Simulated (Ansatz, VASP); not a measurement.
**Cu: VASP beside Ansatz**

INCAR

```
SYSTEM = Cu
PREC     = Accurate       ! precision mode
ENCUT    = 520            ! plane-wave cutoff, eV
EDIFF    = 1E-7           ! SCF threshold, eV
ISMEAR   = 0              ! smearing method
SIGMA    = 0.15           ! smearing width, eV
LREAL    = .FALSE.        ! projectors in reciprocal space
LASPH    = .TRUE.         ! aspherical terms in the spheres
NELM     = 100            ! most SCF steps
ALGO     = Fast           ! electronic algorithm
ISIF     = 2              ! what is computed and relaxed
LWAVE    = .FALSE.        ! write WAVECAR
LCHARG   = .FALSE.        ! write CHGCAR
GGA      = PE             ! functional
NBANDS   = 18             ! bands
```

The input KPOINTS:

```
Automatic mesh
0
G
  18 18 18
  0 0 0
```

File POSCAR:

```
Cu
1.0
    1.2386412945     -4.0308860292      0.0000000000
    1.2386412945      4.0308860292      0.0000000000
    0.0000000000      0.0000000000      2.5142119659
Cu
2
Direct
    0.1340351705      0.8659648295      0.1852878746
    0.8659648295      0.1340351705      0.8147121254
```

Input for Ansatz:

```yaml
crystal:
  lattice:
    - [1.2386412945, -4.0308860292, 0.0]
    - [1.2386412945, 4.0308860292, 0.0]
    - [0.0, 0.0, 2.5142119659]
  atoms:
    - { symbol: Cu, position: [0.1340351705, 0.8659648295, 0.1852878746] }
    - { symbol: Cu, position: [0.8659648295, 0.1340351705, 0.8147121254] }
basis:
  ecutwfc: 520.0
kpoints:
  mp_grid: { grid: [18, 18, 18] }
hamiltonian:
  xc: pbe
  pseudopotentials: { kind: paw, azcp: { folder: soft_1 } }
scf:
  occupations: { method: gaussian, width: 0.15 }
output:
  forces: true
  stress: true
  eigenvalues: true
```

Change from the starting cell: mode 4 frozen in at +0.000 Å and mode 5 at -0.163 Å (largest displacements).

Alike in both runs: task single point; functional PBE; k mesh 18 × 18 × 18; occupations gaussian, width 0.15 eV; no spin polarisation.

|  | VASP | Ansatz |
| --- | --- | --- |
| version | VASP 6.6.1 | Ansatz 0.2.0 |
| potentials or method | VASP PAW PBE potentials, release 64 (Cu), cutoff 520 eV | scalar-relativistic, plane waves, PAW |
| valence electrons in the cell | 22 | 38 |

Ansatz gave:

```
gap on the k mesh at the Fermi level (eV)                     : none
pressure (GPa)                                                : 2.7
traceless stress, the component that is largest in VASP (GPa) : 4.23
rms of the force components (eV/Å)                            : 0.452
```

Problem. Which values does VASP return?

Solution. gap on the k mesh at the Fermi level (eV): none; pressure (GPa): 3.2; traceless stress, the component that is largest in VASP (GPa): 4.29; rms of the force components (eV/Å): 0.453.

Atom by atom the forces differ by 0.003 eV/Å (rms over components). A gap of «none» marks a metal or a gap that the smearing closes. VASP's potentials hold 22 valence electrons a cell and Ansatz's 38, so a difference there can come from the potentials and not from the codes.
